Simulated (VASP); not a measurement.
# Ge in VASP: a series of runs

Runs on Ge. Level: PBE. Tasks: single point.

Everything below comes from runs of VASP 6.6.1. Logs are shortened: lines on timing, memory, paths and dates and some standing lists are left out, and cuts for length are marked.

## (1) The cell of the first run

The cell holds a disordered packing, 24 atoms: a = 8.265 Å, b = 8.102 Å, c = 7.886 Å, α = 91.22°, β = 90.58°, γ = 91.38°.

## (2) Single point, PBE

The input, INCAR:

```
SYSTEM = Ge
ALGO = Normal
EDIFF = 1E-6
ENCUT = 520
GGA = PE
ISIF = 2
ISMEAR = -1
ISYM = 0
LASPH = .True.
LCHARG = .False.
LREAL = Auto
LWAVE = .False.
NBANDS = 186
NELM = 60
PREC = Accurate
SIGMA = 0.05
```

The input, KPOINTS:

```
Automatic mesh
0
Gamma
  1 1 1
  0.25 0.25 0.25
```

The input, POSCAR:

```
Ge
1.0
    8.2643530000     -0.0988090000     -0.0415050000
   -0.0988090000      8.1007270000     -0.0850490000
   -0.0415050000     -0.0850490000      7.8851760000
Ge
24
Direct
    0.0124418681      0.4303593524      0.9254695180
    0.6476971614      0.1859760579      0.6170791557
    0.0166341044      0.0976578158      0.9256629273
    0.3106420997      0.5904159871      0.7157343716
    0.3101989954      0.2166746685      0.7345281542
    0.9448586224      0.7438869102      0.8074080014
    0.8522702636      0.6923243355      0.2862169430
    0.6636220947      0.9346947760      0.3037704537
    0.3874591858      0.7995954512      0.9840563213
    0.4390323773      0.9197753330      0.6834709854
    0.4169191472      0.2973996639      0.4019814869
    0.1453675246      0.9238208701      0.5692018187
    0.3299915561     -0.0130499928      0.2786209732
    0.3256058154      0.4524025718      0.0623045897
    0.6156050733      0.5486597264      0.6606701803
    0.0881105235      0.8440173366      0.1118168900
    0.9186811099      0.1168691398      0.2567465156
    0.7891008930      0.3791158415      0.1462058749
    0.7087967262      0.9578036780      0.9564324060
    0.6695864995      0.6298567435      0.9735135746
    0.3372691043      0.6291201769      0.3635031604
    0.8780556182      0.4820092021      0.5226535336
    0.5191852664      0.1903937337      0.0662498315
    0.0958903801      0.2711340442      0.4846034647
```

Potentials or basis: VASP PAW PBE potentials, release 64 (Ge_d).

On the command line:

```sh
> cat potpaw_PBE.64/Ge_d/POTCAR > POTCAR
> mpirun -np 1 vasp_std > vasp.out
```

OUTCAR:

```text
SYSTEM = Ge
   EDIFF = 1E-6
   ENCUT = 520
   GGA = PE
   ISIF = 2
   ISMEAR = -1
   ISYM = 0
   LASPH = .True.
   LREAL = Auto
   NELM = 60
   PREC = Accurate

 ion  position               nearest neighbor table
   1  0.012  0.430  0.925-  18 2.58   3 2.70   6 2.79  14 2.79
   2  0.648  0.186  0.617-  11 2.72  10 2.79
   3  0.017  0.098  0.926-  16 2.63   1 2.70  17 2.74  19 2.78
   4  0.311  0.590  0.716-  15 2.59   9 2.74  21 2.81  10 2.87
   5  0.310  0.217  0.735-  10 2.68  24 2.69  11 2.86
   6  0.945  0.744  0.807-  16 2.76  20 2.78   1 2.79  19 2.88  12 2.91
   7  0.852  0.692  0.286-   8 2.54  22 2.56  16 2.69  18 2.78  20 2.91
   8  0.664  0.935  0.304-   7 2.54  17 2.58  19 2.78  13 2.81
   9  0.387  0.800  0.984-  10 2.62  16 2.71  20 2.74   4 2.74  13 2.80
  10  0.439  0.920  0.683-  12 2.58   9 2.62   5 2.68   2 2.79   4 2.87
  11  0.417  0.297  0.402-   2 2.72  24 2.74  13 2.75  21 2.80   5 2.86  23 2.91
  12  0.145  0.924  0.569-  10 2.58  13 2.81   6 2.91
  13  0.330  0.987  0.279-  16 2.61  11 2.75   9 2.80   8 2.81  12 2.81  23 2.83
  14  0.326  0.452  0.062-  23 2.69  21 2.75   1 2.79
  15  0.616  0.549  0.661-  22 2.50  20 2.57   4 2.59
  16  0.088  0.844  0.112-  13 2.61   3 2.63   7 2.69   9 2.71   6 2.76  17 2.87
  17  0.919  0.117  0.257-  18 2.57   8 2.58  24 2.59   3 2.74  16 2.87
  18  0.789  0.379  0.146-  17 2.57   1 2.58  20 2.67  23 2.73   7 2.78
  19  0.709  0.958  0.956-  23 2.62  20 2.68   3 2.78   8 2.78   6 2.88
  20  0.670  0.630  0.974-  15 2.57  18 2.67  19 2.68   9 2.74   6 2.78   7 2.91
  21  0.337  0.629  0.364-  14 2.75  11 2.80   4 2.81
  22  0.878  0.482  0.523-  15 2.50  24 2.53   7 2.56
  23  0.519  0.190  0.066-  19 2.62  14 2.69  18 2.73  13 2.83  11 2.91
  24  0.096  0.271  0.485-  22 2.53  17 2.59   5 2.69  11 2.74

IMPORTANT INFORMATION: All symmetrisations will be switched off!
NOSYMM: (Re-)initialisation of all symmetry stuff for point group C_1.

----------------------------------------------------------------------------------------

                                     Primitive cell

  volume of cell :     527.7396

  direct lattice vectors                    reciprocal lattice vectors
     8.264353000 -0.098809000 -0.041505000     0.121022619  0.001483035  0.000653020
    -0.098809000  8.100727000 -0.085049000     0.001483035  0.123477865  0.001339631
    -0.041505000 -0.085049000  7.885176000     0.000653020  0.001339631  0.126838138

  length of vectors
     8.265047876  8.101776008  7.885743880     0.121033467  0.123494036  0.126846893

  position of ions in fractional coordinates (direct lattice)
     0.012441868  0.430359352  0.925469518
     0.647697161  0.185976058  0.617079156
     0.016634104  0.097657816  0.925662927
     0.310642100  0.590415987  0.715734372
     0.310198995  0.216674668  0.734528154
     0.944858622  0.743886910  0.807408001
[... 16 lines left out ...]
     0.519185266  0.190393734  0.066249832
     0.095890380  0.271134044  0.484603465

  ion indices of the primitive-cell ions
   primitive index   ion index
                 1           1
                 2           2
                 3           3
                 4           4
                 5           5
                 6           6
[... 16 lines left out ...]
                23          23
                24          24

----------------------------------------------------------------------------------------

 KPOINTS: Automatic mesh

Automatic generation of k-mesh.
 Grid dimensions read from file:
 generate k-points for:    1    1    1

 Generating k-lattice:

  Cartesian coordinates                     Fractional coordinates (reciprocal lattice)
     0.121022619  0.001483035  0.000653020     1.000000000  0.000000000  0.000000000
     0.001483035  0.123477865  0.001339631    -0.000000000  1.000000000  0.000000000
     0.000653020  0.001339631  0.126838138    -0.000000000 -0.000000000  1.000000000

  Length of vectors
     0.121033467  0.123494036  0.126846893

  Shift w.r.t. Gamma in fractional coordinates (k-lattice)
     0.250000000  0.250000000  0.250000000

 Subroutine IBZKPT returns following result:
 ===========================================

 Found      1 irreducible k-points:

 Following reciprocal coordinates:
            Coordinates               Weight
  0.250000  0.250000  0.250000      2.000000
   k-points           NKPTS =      1   k-points in BZ     NKDIM =      1   number of bands    NBANDS=    186
   number of dos      NEDOS =    301   number of ions     NIONS =     24
   total plane-waves  NPLWV = 230400
   dimension x,y,z NGX =    64 NGY =   60 NGZ =   60
   dimension x,y,z NGXF=   128 NGYF=  120 NGZF=  120
   ions per type =              24
   NGX,Y,Z   is equivalent  to a cutoff of  12.87, 12.31, 12.65 a.u.
   NGXF,Y,Z  is equivalent  to a cutoff of  25.75, 24.62, 25.30 a.u.
 SYSTEM =  Ge
   PREC   = accura    normal or accurate (medium, high low for compatibility)
   ISTART =      0    job   : 0-new  1-cont  2-samecut
   ICHARG =      2    charge: 1-file 2-atom 10-const
   ISPIN  =      1    spin polarized calculation?
   LNONCOLLINEAR =      F non collinear calculations
   LSORBIT =      F    spin-orbit coupling
   LASPH  =      T    aspherical Exc in radial PAW
   ENCUT  =  520.0 eV  38.22 Ry    6.18 a.u.  15.37 15.06 14.66*2*pi/ulx,y,z
   NELM   =     60;   NELMIN=  2; NELMDL= -5     # of ELM steps
   EDIFF  = 0.1E-05   stopping-criterion for ELM
   LREAL  =      T    real-space projection
   EDIFFG = 0.1E-04   stopping-criterion for IOM
   NSW    =      0    number of steps for IOM
   IBRION =     -1    ionic relax: 0-MD 1-quasi-New 2-CG
   NFREE  =      0    steps in history (QN), initial steepest desc. (CG)
   ISIF   =      2    stress and relaxation
   ISYM   =      0    0-nonsym 1-usesym 2-fastsym
   POTIM  = 0.5000    time-step for ionic-motion
   TEBEG  =    0.0;   TEEND  =   0.0 temperature during run
   PSTRESS=    0.0 pullay stress
   NELECT =     336.0000    total number of electrons
   NUPDOWN=      -1.0000    fix difference up-down
   EMIN   =  10.00;   EMAX   =-10.00  energy-range for DOS
   EFERMI =   0.00;   METHOD = LEGACY
   ISMEAR =    -1;   SIGMA  =   0.05  broadening in eV -4-tet -1-fermi 0-gaus
   EFERMI_NEDOS =   21; number of points for ismear=-14 and -15
   IALGO  =     38    algorithm
   IMIX   =      4    mixing-type and parameters
     AMIX     =   0.40;   BMIX     =  1.00
     AMIX_MAG =   1.60;   BMIX_MAG =  1.00
  volume/ion in A,a.u.               =      21.99       148.39
  Fermi-wavevector in a.u.,A,eV,Ry     =   1.408363  2.661421 26.986982  1.983487
  Thomas-Fermi vector in A             =   2.530529
   LORBIT       =      0    0 simple, 1 ext, 2 COOP (PROOUT), +10 PAW based schemes
   GGA     = PE    functional components
   LHFCALC =     F    Hartree Fock is set to
   AEXX    =    0.0000 exact exchange contribution
   IVDW    =     0    specifies the selected vdW correction
   LEPSILON=     F    determine dielectric tensor
   LRPA    =     F    only Hartree local field effects (RPA)
 non-spin polarized calculation
  energy-cutoff  :      520.00
  volume of cell :      527.74
 maximum number of plane-waves:     14224
 NGX is ok and might be reduce to    64
   NGX = 31   NGY = 31   NGZ = 29

 number of electron     336.0000019 magnetization

 Free energy of the ion-electron system (eV)
  ---------------------------------------------------
  ext. energy  EPLUGINS =         0.00000000
  ---------------------------------------------------
  free energy    TOTEN  =      -100.14275854 eV

  energy without entropy =     -100.10732311  energy(sigma->0) =     -100.12504083

 E-fermi :   5.0278     XC(G=0): -10.3528

 val. band max:        4.8692968226   @ k =   0.2500   0.2500   0.2500
 cond. band min:       5.1856515282   @ k =   0.2500   0.2500   0.2500
 fundamental gap:      0.3163547056
 Fermi energy:         5.0278036419

 k-point     1 :       0.2500    0.2500    0.2500
  band No.  band energies     occupation
      1     -19.7954      2.00000
      2     -19.7845      2.00000
      3     -19.7648      2.00000
      4     -19.7602      2.00000
      5     -19.7507      2.00000
      6     -19.7451      2.00000
[... 172 lines left out ...]
    179       6.9670      0.00000
    180       7.2354      0.00000
 [bands above 180 left out]

------------------------ aborting loop because EDIFF is reached ----------------------------------------

  FORCE on cell =-STRESS in cart. coord.  units (eV):
  Direction    XX          YY          ZZ          XY          YZ          ZX
  --------------------------------------------------------------------------------------
  -------------------------------------------------------------------------------------
  Total        5.5968810     -4.7366879      1.0557645     -4.6683362     -0.4324588     -1.2270142
  in kB       16.9917066    -14.3802254      3.2052209    -14.1727147     -1.3129122     -3.7251221
  external PRESSURE =       1.9389007 kB  Pullay stress =       0.0000000 kB

 VOLUME and BASIS-vectors are now :
 -----------------------------------------------------------------------------
  energy-cutoff  :      520.00
  volume of cell :      527.74
      direct lattice vectors                 reciprocal lattice vectors
     8.264353000 -0.098809000 -0.041505000     0.121022619  0.001483035  0.000653020
    -0.098809000  8.100727000 -0.085049000     0.001483035  0.123477865  0.001339631
    -0.041505000 -0.085049000  7.885176000     0.000653020  0.001339631  0.126838138

 POSITION                                       TOTAL-FORCE (eV/Angst)
 -----------------------------------------------------------------------------------
      0.02189      3.40628      7.26037         0.174232      0.053289      0.257625
      5.30881      1.39006      4.82308        -0.214808      0.036442     -0.377209
      0.08940      0.71073      7.29002        -0.206264      0.057230     -0.148050
      2.47921      4.69123      5.58058        -0.452088      0.310935     -0.261523
      2.51170      1.66210      5.76058        -0.046194      0.125028      0.304579
      7.70163      5.86399      6.26407         0.346509     -0.332850     -0.735927
[... 16 lines left out ...]
      4.26917      1.48539      0.48465        -0.176519      0.646998      0.294328
      0.74557      2.14569      3.79414         0.522296     -0.327404     -0.223307
 -----------------------------------------------------------------------------------
    total drift:                                0.001373     -0.000606      0.000515

  FREE ENERGIE OF THE ION-ELECTRON SYSTEM (eV)
  ---------------------------------------------------
  free  energy   TOTEN  =      -100.1427585433 eV

  energy  without entropy=     -100.1073231142  energy(sigma->0) =     -100.12504083
```

Wall time 6.3 min (1 thread of Intel Xeon 8259CL, shared host); peak memory 0.52 GiB.

Results:

| Quantity | Value |
| --- | --- |
| Free energy | -100.1428 eV |
| Pressure | 0.2 GPa |
| Largest force | 1.255 eV/Å |

Forces in eV/Å, atoms in the order of the input:
```
Ge   0.174  0.053  0.258
Ge  -0.215  0.036 -0.377
Ge  -0.206  0.057 -0.148
Ge  -0.452  0.311 -0.262
Ge  -0.046  0.125  0.305
Ge   0.347 -0.333 -0.736
Ge   0.436  0.098 -0.313
Ge  -0.148  0.288  0.369
Ge   0.680 -0.993  0.354
Ge   0.661 -0.011  0.071
Ge  -0.244  0.183 -0.425
Ge  -0.949 -0.135  0.338
Ge   0.325  0.325 -0.114
Ge  -0.361  0.073 -0.286
Ge   0.031 -0.324 -0.111
Ge  -0.284 -0.408  0.107
Ge   0.376  0.093  0.432
Ge  -0.084  0.008  0.081
Ge   0.096  0.053 -0.361
Ge  -0.518  0.295  0.229
Ge  -0.215 -0.014  0.161
Ge   0.251 -0.100  0.357
Ge  -0.177  0.647  0.294
Ge   0.522 -0.327 -0.223
```

Levels at points of the mesh, in eV from the Fermi level:
```tsv
k point	band 166	band 167	band 168	band 169	band 170	band 171
(0.25, 0.25, 0.25)	-0.42	-0.35	-0.16	0.16	0.37	0.60
```

Caveat: the k points lie up to 0.80 Å⁻¹ apart; the atoms stand as in a frame of molecular dynamics.

## (3) Single point, PBE

The input, INCAR:

```
SYSTEM = Ge
  PREC = Accurate
  ENCUT = 520
  EDIFF = 1E-7
  ISMEAR = -1
  SIGMA = 0.05
  LREAL = Auto
  LASPH = .True.
  NELM = 80
  ALGO = Normal
  ISIF = 2
  LWAVE = .False.
  LCHARG = .False.
  GGA = PE
  ISYM = 0
  NBANDS = 186
```

KPOINTS is that of step 2.

The input, POSCAR:

```
Ge
1.0
    8.2643530000     -0.0988090000     -0.0415050000
   -0.0988090000      8.1007270000     -0.0850490000
   -0.0415050000     -0.0850490000      7.8851760000
Ge
24
Direct
    0.0112897457      0.4184095621      0.9492305430
    0.6419230301      0.2017162881      0.6211573190
    0.0046562373      0.0898905899      0.9232330847
    0.3015302589      0.5945582742      0.7051389341
    0.3187581813      0.2088661882      0.7259672985
    0.9436903453      0.7341423834      0.7878390975
    0.8556208203      0.6908875086      0.2883168155
    0.6496522614      0.9547861259      0.3187604718
    0.3879329125      0.7803441758      0.9891459173
    0.4479864292      0.9144317378      0.6959138492
    0.4206626607      0.3034264143      0.4042997540
    0.1366139534      0.9190855750      0.5868692685
    0.3266025522     -0.0194838067      0.2588593534
    0.3188595466      0.4622667363      0.0612874829
    0.6192949454      0.5452434382      0.6410813463
    0.0779116243      0.8226251321      0.1081170752
    0.9026670145      0.1248753280      0.2654389346
    0.7743668755      0.3869038426      0.1352277847
    0.7151419670      0.9528579931      0.9615399310
    0.6578619881      0.6434809153      0.9831102020
    0.3262626459      0.6309529435      0.3855643105
    0.8859167648      0.4813259886      0.5285997763
    0.5239033212      0.2033108725      0.0875085088
    0.1046033873      0.2609704658      0.4671747138
```

Potentials or basis: VASP PAW PBE potentials, release 64 (Ge_d).

On the command line:

```sh
> cat potpaw_PBE.64/Ge_d/POTCAR > POTCAR
> mpirun -np 1 vasp_std > vasp.out
```

Wall time 7.2 min (1 thread of Intel Xeon 8259CL, shared host); peak memory 0.52 GiB.

It converged, with:

| Quantity | Value |
| --- | --- |
| Free energy | -100.3670 eV |
| Pressure | 0.4 GPa |
| Largest force | 1.085 eV/Å |

Forces on the atoms (eV/Å):
```
Ge   0.483  0.121 -0.272
Ge   0.026 -0.265 -0.226
Ge   0.133 -0.213  0.185
Ge  -0.181  0.001  0.567
Ge  -0.480  0.333  0.326
Ge   0.092 -0.392 -0.078
Ge  -0.235  0.463 -0.128
Ge   0.303 -0.462  0.378
Ge   0.048 -0.279  0.172
Ge   0.440  0.106  0.196
Ge  -0.139  0.122 -0.755
Ge  -0.406  0.147  0.065
Ge  -0.171  0.235  0.089
Ge  -0.286 -0.345 -0.144
Ge  -0.755  0.085  0.746
Ge   0.017  0.325 -0.277
Ge   0.481  0.154 -0.060
Ge   0.209  0.122  0.641
Ge  -0.256  0.667 -0.395
Ge  -0.032 -0.515 -0.470
Ge   0.020  0.148 -0.620
Ge   0.956 -0.510 -0.052
Ge  -0.640 -0.083 -0.225
Ge   0.371  0.033  0.336
```

Stress tensor (GPa, compression positive):
```
 3.01 -0.85 -0.75
-0.85 -1.69 -0.52
-0.75 -0.52 -0.06
```

Levels at points of the mesh, in eV from the Fermi level:
| k point | band 166 | band 167 | band 168 | band 169 | band 170 | band 171 |
| --- | --- | --- | --- | --- | --- | --- |
| (0.25, 0.25, 0.25) | -0.50 | -0.28 | -0.19 | 0.19 | 0.28 | 0.68 |

Caveat: the k points lie up to 0.80 Å⁻¹ apart; the atoms stand as in a frame of molecular dynamics.

## (4) Single point, PBE

The input, INCAR:

```
SYSTEM = Ge
PREC = Accurate
ENCUT = 520
EDIFF = 1E-7
ISMEAR = -1
SIGMA = 0.05
LREAL = Auto
LASPH = .TRUE.
NELM = 80
ALGO = Normal
ISIF = 2
LWAVE = .FALSE.
LCHARG = .FALSE.
GGA = PE
NBANDS = 186
ISYM = 0
```

KPOINTS is that of step 3.

The input, POSCAR:

```
Ge
1.0
    8.2643530000     -0.0988090000     -0.0415050000
   -0.0988090000      8.1007270000     -0.0850490000
   -0.0415050000     -0.0850490000      7.8851760000
Ge
24
Direct
    0.0168924865      0.4076896502      0.9491402246
    0.6236287197      0.1889804225      0.6232722397
    0.0037689546      0.0746015294      0.9146047236
    0.3070638959      0.6044529222      0.7117947404
    0.2985749015      0.2174422690      0.7377696577
    0.9386636813      0.7155048212      0.7633223666
    0.8577068000      0.7117012699      0.2888633814
    0.6634187510      0.9535811160      0.3383290767
    0.4020243350      0.7665664700      0.9874316986
    0.4557585402      0.9194536990      0.7121348814
    0.4180082246      0.3087664327      0.3895825163
    0.1247589302      0.9282920369      0.5961746991
    0.3187092549     -0.0070550912      0.2425224243
    0.3145877142      0.4585892723      0.0662371420
    0.6302320668      0.5412624370      0.6769466669
    0.0840086367      0.8254079664      0.1133909884
    0.9118495444      0.1247032663      0.2755020564
    0.7822435320      0.3770068915      0.1423203587
    0.7184942397      0.9663665477      0.9559887581
    0.6752453816      0.6426865121      0.9753278690
    0.3268840158      0.6371091020      0.3733473816
    0.9104070216      0.4807578847      0.5381952693
    0.5027349211      0.2091884628      0.0831743366
    0.1229752824      0.2462887301      0.4656692126
```

On the command line:

```sh
> cat potpaw_PBE.64/Ge_d/POTCAR > POTCAR
> mpirun -np 1 vasp_std > vasp.out
```

Wall time 7.1 min (1 thread of Intel Xeon 8259CL, shared host); peak memory 0.52 GiB.

Results (log left out):

```yaml
Free_energy: -100.6572 eV
Pressure: 0.4 GPa
Largest_force: 0.982 eV/Å
```

Forces in eV/Å, atoms in the order of the input:
```
Ge   0.229  0.067 -0.276
Ge  -0.058  0.163 -0.524
Ge   0.594  0.153 -0.014
Ge  -0.048 -0.067 -0.473
Ge   0.034 -0.129  0.326
Ge   0.352  0.147  0.576
Ge  -0.118 -0.483  0.240
Ge  -0.493  0.066 -0.096
Ge  -0.186 -0.234  0.936
Ge  -0.168  0.352 -0.464
Ge   0.020  0.269  0.073
Ge   0.276 -0.001  0.136
Ge   0.402 -0.241  0.348
Ge  -0.339  0.094 -0.119
Ge  -0.479 -0.576 -0.519
Ge   0.047  0.038 -0.548
Ge  -0.022  0.005 -0.248
Ge  -0.336  0.313  0.462
Ge  -0.696  0.141  0.331
Ge   0.314 -0.219  0.793
Ge  -0.041  0.194 -0.034
Ge  -0.022 -0.564 -0.779
Ge   0.640 -0.009 -0.429
Ge   0.097  0.519  0.304
```

Stress tensor (GPa, compression positive):
```
 2.04 -0.28 -0.66
-0.28 -1.18 -0.20
-0.66 -0.20  0.31
```

Levels at points of the mesh, in eV from the Fermi level:
```
           k point  band 166  band 167  band 168  band 169  band 170  band 171
(0.25, 0.25, 0.25)     -0.52     -0.35     -0.19      0.19      0.43      0.72
```

Caveat: the k points lie up to 0.80 Å⁻¹ apart; the atoms stand as in a frame of molecular dynamics.

## (5) The runs side by side

```tsv
cell	pressure (GPa)	largest force (eV/Å)
as given, atomic positions A	0.2	1.25
as given, atomic positions B	0.4	1.09
as given, atomic positions C	0.4	0.98
```

Alike in all rows: task single point; level PBE; potentials or basis VASP PAW PBE potentials, release 64 (Ge_d); no spin polarisation; k mesh 1 × 1 × 1, shifted; cutoff (eV) 520; smearing fermi-dirac 0.05 eV.

Caveats: all runs use coarse meshes; the atoms stand as in a frame of molecular dynamics.

Absolute energies hang on the potentials; compare differences alone.
